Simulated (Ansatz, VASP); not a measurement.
# Pb in VASP and in Ansatz

```xyz
1
Lattice="0.0000 2.4750 2.4750 2.4750 0.0000 2.4750 2.4750 2.4750 0.0000" Properties=species:S:1:pos:R:3 pbc="T T T"
Pb    0.0000    0.0000    0.0000
```

Alike in both runs: functional LDA; k mesh 7 × 7 × 7; occupations fermi-dirac, width 0.05 eV; non-collinear spin, spin-orbit coupling.

|  | VASP | Ansatz |
| --- | --- | --- |
| version | VASP 6.6.1 | Ansatz 0.2.0 |
| potentials or method | VASP PAW LDA potentials, release 64 (Pb_d), cutoff 520 eV | all-electron LAPW, relativistic spinors |
| task | single point | band structure |

VASP gave:

```
pressure (GPa)           : -1.6
net moment per atom (μB) : 0.00
```

Estimate Ansatz's values.

pressure (GPa): -1.7; net moment per atom (μB): 0.00.

LDA's correlation is that of Perdew and Zunger in VASP and of Perdew and Wang (1992) in Ansatz. Ansatz ran all-electron here, and VASP with PAW potentials.

Noted on Ansatz's run: the k mesh is thin for a metal, which can move the energy by tens of meV per atom.
